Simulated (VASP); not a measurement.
# NaCl (Immm) in VASP: a series of runs

The runs below take NaCl through single point, with PBEsol.

Everything below comes from runs of VASP 6.6.1. Logs are shortened: lines on timing, memory, paths and dates and some standing lists are left out, and cuts for length are marked.

### 1 The cell of the first run

Symmetry: Immm, No. 71, orthorhombic system. Conventional cell: a = 3.804 Å, b = 4.205 Å, c = 5.663 Å, α = 90.00°, β = 90.00°, γ = 90.00°. Within 3.7 Å of Na (site symmetry mmm) lie 6 Cl at 2.83 to 2.84 Å. Cl (site symmetry mmm) has 6 Na at 2.83 to 2.84 Å within 3.7 Å.

### 2 Single point, PBEsol (strain -0.1000 x Voigt [0, 0, 0, 0, 1, 0])

INCAR

```
  PREC = Accurate
  ENCUT = 520
  EDIFF = 1E-7
  ISMEAR = 0
  SIGMA = 0.05
  LREAL = False
  LASPH = True
  NELM = 60
  ALGO = Normal
  ISIF = 2
  LWAVE = False
  LCHARG = False
  GGA = PS
  NBANDS = 14
```

KPOINTS

```
Automatic mesh
0
Gamma
  8 8 8
```

POSCAR

```
NaCl
1.0
   -0.1415875000      2.8317500000      2.8317500000
    2.6901625000      0.0000000000      2.6901625000
    2.8317500000      2.8317500000     -0.1415875000
Na Cl
1 1
Direct
    0.0000000000      0.0000000000      0.0000000000
    0.5000000000      0.5000000000      0.5000000000
```

Potentials or basis: VASP PAW PBE potentials, release 64 (Na_pv, Cl).

Launch:

```sh
> cat potpaw_PBE.64/Na_pv/POTCAR potpaw_PBE.64/Cl/POTCAR > POTCAR
> mpirun -np 1 vasp_std > vasp.out
```

OUTCAR:

```text
PREC = Accurate
   ENCUT = 520
   EDIFF = 1E-7
   ISMEAR = 0
   LREAL = False
   LASPH = True
   NELM = 60
   ISIF = 2
   GGA = PS

 ion  position               nearest neighbor table
   1  0.000  0.000  0.000-
   2  0.500  0.500  0.500-

  LATTYP: Found a body centered orthorhombic cell.
 ALAT       =     3.8044642925
 B/A-ratio  =     1.1052631579
 C/A-ratio  =     1.4886458551

  Lattice vectors:

 A1 = (   2.8317500000,  -2.8317500000,  -0.1415875000)
 A2 = (  -2.8317500000,  -2.8317500000,   0.1415875000)
 A3 = (   0.1415875000,   2.8317500000,  -2.8317500000)

Analysis of symmetry for initial positions (statically):
=====================================================================
 Subroutine PRICEL returns:
 Original cell was already a primitive cell.

 Routine SETGRP: Setting up the symmetry group for a
 body centered orthorhombic supercell.

 Subroutine GETGRP returns: Found  8 space group operations
 (whereof  8 operations were pure point group operations)
 out of a pool of  8 trial point group operations.

The static configuration has the point symmetry D_2h.

Analysis of symmetry for dynamics (positions and initial velocities):
=====================================================================
 Subroutine PRICEL returns:
 Original cell was already a primitive cell.

 Routine SETGRP: Setting up the symmetry group for a
 body centered orthorhombic supercell.

 Subroutine GETGRP returns: Found  8 space group operations
 (whereof  8 operations were pure point group operations)
 out of a pool of  8 trial point group operations.

The dynamic configuration has the point symmetry D_2h.

 Subroutine INISYM returns: Found  8 space group operations
 (whereof  8 operations are pure point group operations),
 and found     1 'primitive' translations

----------------------------------------------------------------------------------------

                                     Primitive cell

  volume of cell :      45.3010

  direct lattice vectors                    reciprocal lattice vectors
    -0.141587500  2.831750000  2.831750000    -0.168161199  0.176569259  0.168161199
     2.690162500  0.000000000  2.690162500     0.185862378 -0.176569259  0.185862378
     2.831750000  2.831750000 -0.141587500     0.168161199  0.176569259 -0.168161199

  length of vectors
     4.007201411  3.804464292  4.007201411     0.296197706  0.316648623  0.296197706

  position of ions in fractional coordinates (direct lattice)
     0.000000000  0.000000000  0.000000000
     0.500000000  0.500000000  0.500000000

  ion indices of the primitive-cell ions
   primitive index   ion index
                 1           1
                 2           2

----------------------------------------------------------------------------------------

 KPOINTS: Automatic mesh

Automatic generation of k-mesh.
 Grid dimensions read from file:
 generate k-points for:    8    8    8

 Generating k-lattice:

  Cartesian coordinates                     Fractional coordinates (reciprocal lattice)
    -0.021020150  0.022071157  0.021020150     0.125000000  0.000000000  0.000000000
     0.023232797 -0.022071157  0.023232797     0.000000000  0.125000000 -0.000000000
     0.021020150  0.022071157 -0.021020150     0.000000000  0.000000000  0.125000000

  Length of vectors
     0.037024713  0.039581078  0.037024713

  Shift w.r.t. Gamma in fractional coordinates (k-lattice)
     0.000000000  0.000000000  0.000000000

 Subroutine IBZKPT returns following result:
 ===========================================

 Found     95 irreducible k-points:

 Following reciprocal coordinates:
            Coordinates               Weight
  0.000000  0.000000  0.000000      1.000000
  0.125000  0.000000 -0.000000      4.000000
  0.250000  0.000000 -0.000000      4.000000
  0.375000  0.000000  0.000000      4.000000
  0.500000  0.000000 -0.000000      2.000000
  0.000000  0.125000 -0.000000      4.000000
[... 16 lines left out ...]
  0.125000  0.375000 -0.000000      8.000000
  0.250000  0.375000 -0.000000      8.000000
 [... further k-points ...]
   k-points           NKPTS =     95   k-points in BZ     NKDIM =     95   number of bands    NBANDS=     14
   number of dos      NEDOS =    301   number of ions     NIONS =      2
   total plane-waves  NPLWV =  25200
   dimension x,y,z NGX =    30 NGY =   28 NGZ =   30
   dimension x,y,z NGXF=    60 NGYF=   56 NGZF=   60
   ions per type =               1   1
   NGX,Y,Z   is equivalent  to a cutoff of  12.45, 12.24, 12.45 a.u.
   NGXF,Y,Z  is equivalent  to a cutoff of  24.89, 24.47, 24.89 a.u.
 SYSTEM =  unknown system
   PREC   = accura    normal or accurate (medium, high low for compatibility)
   ISTART =      0    job   : 0-new  1-cont  2-samecut
   ICHARG =      2    charge: 1-file 2-atom 10-const
   ISPIN  =      1    spin polarized calculation?
   LNONCOLLINEAR =      F non collinear calculations
   LSORBIT =      F    spin-orbit coupling
   LASPH  =      T    aspherical Exc in radial PAW
   ENCUT  =  520.0 eV  38.22 Ry    6.18 a.u.   7.45  7.07  7.45*2*pi/ulx,y,z
   NELM   =     60;   NELMIN=  2; NELMDL= -5     # of ELM steps
   EDIFF  = 0.1E-06   stopping-criterion for ELM
   LREAL  =      F    real-space projection
   EDIFFG = 0.1E-05   stopping-criterion for IOM
   NSW    =      0    number of steps for IOM
   IBRION =     -1    ionic relax: 0-MD 1-quasi-New 2-CG
   NFREE  =      0    steps in history (QN), initial steepest desc. (CG)
   ISIF   =      2    stress and relaxation
   ISYM   =      2    0-nonsym 1-usesym 2-fastsym
   POTIM  = 0.5000    time-step for ionic-motion
   TEBEG  =    0.0;   TEEND  =   0.0 temperature during run
   PSTRESS=    0.0 pullay stress
   NELECT =      14.0000    total number of electrons
   NUPDOWN=      -1.0000    fix difference up-down
   EMIN   =  10.00;   EMAX   =-10.00  energy-range for DOS
   EFERMI =   0.00;   METHOD = LEGACY
   ISMEAR =     0;   SIGMA  =   0.05  broadening in eV -4-tet -1-fermi 0-gaus
   EFERMI_NEDOS =   21; number of points for ismear=-14 and -15
   IALGO  =     38    algorithm
   IMIX   =      4    mixing-type and parameters
     AMIX     =   0.40;   BMIX     =  1.00
     AMIX_MAG =   1.60;   BMIX_MAG =  1.00
  volume/ion in A,a.u.               =      22.65       152.85
  Fermi-wavevector in a.u.,A,eV,Ry     =   1.106832  2.091609 16.668180  1.225077
  Thomas-Fermi vector in A             =   2.243338
   LORBIT       =      0    0 simple, 1 ext, 2 COOP (PROOUT), +10 PAW based schemes
   GGA     = PS    functional components
   LHFCALC =     F    Hartree Fock is set to
   AEXX    =    0.0000 exact exchange contribution
   IVDW    =     0    specifies the selected vdW correction
   LEPSILON=     F    determine dielectric tensor
   LRPA    =     F    only Hartree local field effects (RPA)
 non-spin polarized calculation
 Gauss-broadening in eV      SIGMA  =   0.05
  energy-cutoff  :      520.00
  volume of cell :       45.30
 maximum number of plane-waves:      1239
 NGX is ok and might be reduce to    30
   NGX = 15   NGY = 15   NGZ = 15

 number of electron      14.0000006 magnetization

 Free energy of the ion-electron system (eV)
  ---------------------------------------------------
  ext. energy  EPLUGINS =         0.00000000
  ---------------------------------------------------
  free energy    TOTEN  =        -6.97865275 eV

  energy without entropy =       -6.97865275  energy(sigma->0) =       -6.97865275

 E-fermi :  -0.3388     XC(G=0):  -8.2903

 val. band max:       -0.6219833190   @ k =   0.0000   0.0000   0.0000
 cond. band min:       4.0266750743   @ k =   0.0000   0.0000   0.0000
 fundamental gap:      4.6486583932
 Fermi energy:        -0.3388267818

 k-point     1 :       0.0000    0.0000    0.0000
  band No.  band energies     occupation
      1     -21.5381      2.00000
      2     -21.5301      2.00000
      3     -21.5237      2.00000
      4     -13.4494      2.00000
      5      -0.9932      2.00000
      6      -0.8440      2.00000
      7      -0.6220      2.00000
      8       4.0267      0.00000
      9       9.4927      0.00000
     10      10.2063      0.00000
     11      10.8980      0.00000
     12      12.3662      0.00000
     13      12.4698      0.00000
     14      13.6573      0.00000

 k-point     2 :       0.1250    0.0000   -0.0000
  band No.  band energies     occupation
      1     -21.5384      2.00000
      2     -21.5323      2.00000
      3     -21.5255      2.00000
      4     -13.4073      2.00000
      5      -1.3095      2.00000
      6      -0.9166      2.00000
      7      -0.6595      2.00000
      8       4.5123      0.00000
      9       9.2374      0.00000
     10      10.2033      0.00000
     11      11.0557      0.00000
     12      12.0562      0.00000
     13      12.3453      0.00000
     14      14.6308      0.00000

 k-point     3 :       0.2500    0.0000   -0.0000
  band No.  band energies     occupation
      1     -21.5407      2.00000
      2     -21.5392      2.00000
      3     -21.5271      2.00000
      4     -13.3030      2.00000
      5      -2.0124      2.00000
      6      -0.9896      2.00000
      7      -0.7476      2.00000
      8       5.4956      0.00000
      9       8.7905      0.00000
     10      10.3220      0.00000
     11      11.0468      0.00000
     12      12.0749      0.00000
     13      12.7757      0.00000
     14      14.7389      0.00000
[... 324 lines left out ...]
 k-point    23 :       0.1250    0.3750   -0.0000
  band No.  band energies     occupation
      1     -21.5612      2.00000
      2     -21.5349      2.00000
      3     -21.5256      2.00000
      4     -13.1477      2.00000
      5      -2.3194      2.00000
      6      -1.2577      2.00000
      7      -1.1316      2.00000
      8       6.2854      0.00000
      9       8.8229      0.00000
     10       9.3783      0.00000
     11      10.5386      0.00000
     12      12.3829      0.00000
     13      14.1639      0.00000
     14      14.9103      0.00000

 k-point    24 :       0.2500    0.3750   -0.0000
  band No.  band energies     occupation
      1     -21.5586      2.00000
      2     -21.5357      2.00000
      3     -21.5280      2.00000
      4     -13.1383      2.00000
      5      -2.2485      2.00000
      6      -1.3257      2.00000
      7      -1.2524      2.00000
      8       6.6658      0.00000
      9       7.8642      0.00000
     10       9.1648      0.00000
     11      11.4986      0.00000
     12      12.3659      0.00000
     13      14.2289      0.00000
     14      16.8746      0.00000

 [... further k-points ...]
[... 5 lines left out ...]
  --------------------------------------------------------------------------------------
  -------------------------------------------------------------------------------------
  Total       -0.1930801     -0.2482273     -0.1930801      0.0000000      0.0000000      0.3440314
  in kB       -6.8287398     -8.7791517     -6.8287398      0.0000000      0.0000000     12.1674902
  external PRESSURE =      -7.4788771 kB  Pullay stress =       0.0000000 kB

 VOLUME and BASIS-vectors are now :
 -----------------------------------------------------------------------------
  energy-cutoff  :      520.00
  volume of cell :       45.30
      direct lattice vectors                 reciprocal lattice vectors
    -0.141587500  2.831750000  2.831750000    -0.168161199  0.176569259  0.168161199
     2.690162500  0.000000000  2.690162500     0.185862378 -0.176569259  0.185862378
     2.831750000  2.831750000 -0.141587500     0.168161199  0.176569259 -0.168161199

 POSITION                                       TOTAL-FORCE (eV/Angst)
 -----------------------------------------------------------------------------------
      0.00000      0.00000      0.00000        -0.000000      0.000000     -0.000000
      2.69016      2.83175      2.69016         0.000000      0.000000      0.000000
 -----------------------------------------------------------------------------------
    total drift:                               -0.000000      0.000000      0.000000

  FREE ENERGIE OF THE ION-ELECTRON SYSTEM (eV)
  ---------------------------------------------------
  free  energy   TOTEN  =        -6.9786527513 eV

  energy  without entropy=       -6.9786527513  energy(sigma->0) =       -6.97865275
```

Wall time 41 s (1 thread of Intel Xeon Platinum 8559C (Emerald Rapids), shared host); peak memory 0.19 GiB.

What came out:

```
Free energy            : -6.9787 eV
Pressure               : -0.7 GPa
Band gap on the k mesh : 4.65 eV, direct
```

Stress tensor (GPa, compression positive):
```
-0.68  0.00  1.22
 0.00 -0.88  0.00
 1.22  0.00 -0.68
```

Caveat: the cell differs from its parent crystal (strain -0.1000 x Voigt [0, 0, 0, 0, 1, 0]); the PAW data sets were made with another functional, which shifts forces and pressure a little.

### 3 Single point, PBEsol (strain +0.0750 x Voigt [0, 0, 0, 0, 1, 0])

INCAR

```
PREC     = Accurate       # precision mode
ENCUT    = 520            # plane-wave cutoff, eV
EDIFF    = 1E-6           # SCF threshold, eV
ISMEAR   = 0              # smearing method
SIGMA    = 0.05           # smearing width, eV
LREAL    = F              # projectors in reciprocal space
LASPH    = T              # aspherical terms in the spheres
NELM     = 100            # most SCF steps
ALGO     = Normal         # electronic algorithm
ISIF     = 2              # what is computed and relaxed
LWAVE    = F              # write WAVECAR
LCHARG   = F              # write CHGCAR
GGA      = PS             # functional
NBANDS   = 14             # bands
```

KPOINTS is that of step 2.

POSCAR

```
NaCl
1.0
    0.1061906250      2.8317500000      2.8317500000
    2.9379406250      0.0000000000      2.9379406250
    2.8317500000      2.8317500000      0.1061906250
Na Cl
1 1
Direct
    0.0000000000      0.0000000000      0.0000000000
    0.5000000000      0.5000000000      0.5000000000
```

Potentials or basis: VASP PAW PBE potentials, release 64 (Na_pv, Cl).

Launch:

```sh
> cat potpaw_PBE.64/Na_pv/POTCAR potpaw_PBE.64/Cl/POTCAR > POTCAR
> mpirun -np 1 vasp_std > vasp.out
```

It took 36 s on 1 thread of Intel Xeon Platinum 8559C (Emerald Rapids), shared host; peak memory 0.2 GiB.

The run converged. Its results:

```yaml
Free_energy: -6.9859 eV
Pressure: -0.8 GPa
Band_gap_on_the_k_mesh: 4.72 eV, direct
```

Stress tensor (GPa, compression positive):
```
-0.72  0.00 -0.90
 0.00 -0.83  0.00
-0.90  0.00 -0.72
```

Levels at points of the mesh, in eV from the valence-band top:
| k point | band 3 | band 4 | band 5 | band 6 | band 7 | band 8 | band 9 | band 10 | band 11 | band 12 |
| --- | --- | --- | --- | --- | --- | --- | --- | --- | --- | --- |
| (0.00, 0.00, 0.00) | -20.84 | -12.77 | -0.28 | -0.16 | 0.00 | 4.72 | 10.33 | 10.86 | 11.38 | 13.04 |
| (0.50, 0.00, 0.00) | -20.84 | -12.40 | -2.06 | -0.54 | -0.43 | 6.82 | 10.26 | 10.50 | 10.72 | 14.42 |
| (0.00, 0.50, 0.00) | -20.84 | -12.46 | -2.12 | -0.40 | -0.25 | 6.98 | 9.98 | 10.67 | 11.16 | 14.80 |
| (0.50, 0.50, 0.00) | -20.84 | -12.38 | -1.83 | -0.75 | -0.74 | 7.25 | 7.75 | 10.84 | 14.36 | 14.42 |
| (0.50, 0.00, 0.50) | -20.84 | -12.39 | -1.82 | -0.94 | -0.53 | 7.08 | 7.95 | 10.89 | 13.96 | 14.81 |

Caveat: the cell differs from its parent crystal (strain +0.0750 x Voigt [0, 0, 0, 0, 1, 0]); the PAW data sets were made with another functional, which shifts forces and pressure a little. A k mesh can miss the band edges.

### 4 Single point, PBEsol (strain +0.0875 x Voigt [0, 0, 0, 0, 1, 0])

INCAR

```
SYSTEM = NaCl
ALGO = Normal
EDIFF = 1E-6
ENCUT = 520
GGA = PS
ISIF = 2
ISMEAR = 0
LASPH = .True.
LCHARG = .False.
LREAL = .False.
LWAVE = .False.
NBANDS = 14
NELM = 60
PREC = Accurate
SIGMA = 0.05
```

KPOINTS

```
k-points
0
Gamma
  8 8 8
  0 0 0
```

POSCAR

```
NaCl
1.0
    0.1238890625      2.8317500000      2.8317500000
    2.9556390625      0.0000000000      2.9556390625
    2.8317500000      2.8317500000      0.1238890625
Na Cl
1 1
Direct
    0.0000000000      0.0000000000      0.0000000000
    0.5000000000      0.5000000000      0.5000000000
```

Launch:

```sh
> cat potpaw_PBE.64/Na_pv/POTCAR potpaw_PBE.64/Cl/POTCAR > POTCAR
> mpirun -np 1 vasp_std > vasp.out
```

Run time: 32 s. Hardware: 1 thread of Intel Xeon Platinum 8559C (Emerald Rapids), shared host; peak memory 0.2 GiB.

Results (log left out):

* Free energy: -6.9826 eV
* Pressure: -0.8 GPa
* Band gap on the k mesh: 4.68 eV, direct

Stress tensor (GPa, compression positive):
```
-0.70  0.00 -1.06
 0.00 -0.85  0.00
-1.06  0.00 -0.70
```

Levels at points of the mesh, in eV from the valence-band top:
```tsv
k point	band 4	band 5	band 6	band 7	band 8	band 9	band 10	band 11
(0.00, 0.00, 0.00)	-12.80	-0.32	-0.19	0.00	4.68	10.22	10.85	11.45
(0.50, 0.00, 0.00)	-12.42	-2.08	-0.58	-0.46	6.78	10.17	10.51	10.70
(0.00, 0.50, 0.00)	-12.49	-2.16	-0.43	-0.25	6.97	9.90	10.65	11.22
(0.50, 0.50, 0.00)	-12.40	-1.86	-0.78	-0.77	7.22	7.73	10.79	14.33
(0.50, 0.00, 0.50)	-12.42	-1.85	-1.00	-0.52	7.00	7.97	10.86	13.87
```

Caveat: the cell differs from its parent crystal (strain +0.0875 x Voigt [0, 0, 0, 0, 1, 0]); the PAW data sets were made with another functional, which shifts forces and pressure a little. A k mesh can miss the band edges.

[end of part 1 of 2]
